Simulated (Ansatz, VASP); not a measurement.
## Be in VASP and in Ansatz

```
CELL_PARAMETERS angstrom
2.30920 0.00000 0.00000
-1.15460 1.99983 0.00000
0.00000 0.00000 3.64420
ATOMIC_POSITIONS crystal
Be 0.33333 0.66667 0.75000
Be 0.66667 0.33333 0.25000
```

Change from the starting cell: volume scaled by 1.06.

Alike in both runs: task single point; functional PBEsol; k mesh 21 × 21 × 11; occupations fermi-dirac, width 0.05 eV; no spin polarisation.

```csv
,VASP,Ansatz
version,VASP 6.6.1,Ansatz 0.2.0
potentials or method,"VASP PAW PBE potentials, release 64 (Be), cutoff 520 eV","all-electron LAPW, scalar-relativistic"
```

VASP gave:

```
pressure (GPa)                                                : -7.6
traceless stress, the component that is largest in VASP (GPa) : -0.74
```

**Question.** Which values does Ansatz return?

**Answer.** Pressure (GPa): -7.9; traceless stress, the component that is largest in VASP (GPa): -0.79.

VASP's potentials were made for PBE, not for PBEsol. Ansatz ran all-electron here, and VASP with PAW potentials.
